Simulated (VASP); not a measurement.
The system is SrSiH6.

```
Sr Si H
1.0
     3.30688    0.01538   -0.01111
     0.01538    3.28876    0.01238
    -0.02041    0.02274    6.01746
Sr Si H
1 1 6
Direct
  0.99912 0.01084 0.00429
  0.00323 0.03532 0.49742
  0.49374 0.51028 0.01767
  0.48355 0.51275 0.52917
  0.49165 0.01231 0.32256
  0.51802 0.01899 0.67010
  0.01487 0.51507 0.33273
  0.98342 0.51057 0.64933
```

| Item | Value |
| --- | --- |
| Program | VASP 6.6.1 |
| Task | relaxation of cell and atoms |
| Functional | PBEsol |
| Potentials or basis | VASP PAW PBE potentials, release 64 (Sr_sv, Si, H) |
| Cutoff | 600 eV |
| k mesh | 6 × 6 × 4 |
| Occupations | fermi-dirac, width 0.05 eV |
| Spin | no spin polarisation |

At the start: pressure 1.1 GPa; volume 8.18 Å³/atom.

Question: How do energy, volume and symmetry change on relaxing?

Answer: Over 72 steps the energy falls by 428.2 meV/atom and the volume is 10.08 Å³/atom (+23.2 %); space group P1 (No. 1, to 0.1 Å) before, Amm2 (No. 38, to 0.1 Å).

Step by step:
| step | energy change (eV) | largest force (eV/Å) | pressure (GPa) | volume (Å³) |
| --- | --- | --- | --- | --- |
| 1 | 0.0000 | 0.4675 | 1.09 | 65.44 |
| 3 | -0.1258 | 1.0090 | -0.70 | 67.56 |
| 5 | -0.2051 | 1.8799 | -2.03 | 70.91 |
| 7 | -0.2948 | 2.0278 | -2.00 | 72.15 |
| 9 | -0.4320 | 2.0487 | -2.00 | 73.96 |
| 11 | -0.2691 | 4.9061 | 2.02 | 75.18 |
| 13 | -0.6721 | 1.2070 | -1.05 | 74.63 |
| 15 | -1.0085 | 1.4693 | -0.62 | 73.65 |
| 17 | -1.2844 | 2.0625 | 2.10 | 72.01 |
| 19 | -1.4401 | 2.2647 | 5.92 | 71.48 |
| 21 | -1.7201 | 1.1557 | 3.53 | 72.44 |
| 23 | -1.8413 | 6.7854 | 1.10 | 78.52 |
| 25 | -2.4298 | 3.5172 | 0.97 | 76.77 |
| 27 | -2.3474 | 4.1246 | -3.71 | 84.10 |
| 29 | -3.1064 | 0.8171 | -0.90 | 80.26 |
| 31 | -3.2603 | 0.6194 | 1.04 | 79.66 |
| 33 | -3.3055 | 0.2330 | 0.73 | 80.78 |
| 35 | -3.3281 | 0.2211 | -0.55 | 82.43 |
| 37 | -3.3453 | 0.2124 | -0.74 | 82.98 |
| 39 | -3.3661 | 0.1790 | -0.24 | 82.70 |
| 41 | -3.3801 | 0.1789 | 0.01 | 82.13 |
| 43 | -3.3929 | 0.1514 | -0.19 | 81.49 |
| 45 | -3.3964 | 0.1682 | -0.10 | 81.12 |
| 47 | -3.3999 | 0.1157 | 0.22 | 80.75 |
| 49 | -3.4030 | 0.1454 | 0.43 | 80.45 |
| 51 | -3.4108 | 0.1098 | 0.21 | 80.38 |
| 53 | -3.4157 | 0.0975 | -0.03 | 80.57 |
| 55 | -3.4215 | 0.1030 | 0.03 | 80.75 |
| 57 | -3.4231 | 0.0777 | -0.10 | 80.97 |
| 59 | -3.4241 | 0.0588 | -0.11 | 80.97 |
| 61 | -3.4250 | 0.0337 | -0.02 | 80.86 |
| 63 | -3.4253 | 0.0218 | -0.01 | 80.81 |
| 65 | -3.4256 | 0.0293 | -0.07 | 80.77 |
| 67 | -3.4257 | 0.0200 | -0.04 | 80.69 |
| 69 | -3.4258 | 0.0325 | 0.05 | 80.61 |
| 71 | -3.4259 | 0.0151 | 0.05 | 80.58 |
| 72 | -3.4259 | 0.0096 | 0.02 | 80.61 |

Final structure:
```
Sr Si H
1.0
     3.77236   -0.18116    0.05311
    -0.07532    3.77371    0.01858
    -0.07897   -0.02470    5.66694
Sr Si H
1 1 6
Direct
  0.94315 0.96095 0.00296
  0.26839 0.28576 0.50283
  0.44809 0.46414 0.00324
  0.55574 0.57221 0.50165
  0.38863 0.01198 0.31023
  0.39146 0.01376 0.69644
  0.99548 0.40867 0.30991
  0.99665 0.40865 0.69602
```

Caveat: the volume moved by over 15 % at a fixed basis, so the end points are rough; the PAW data sets were made with another functional, which shifts forces and pressure a little.
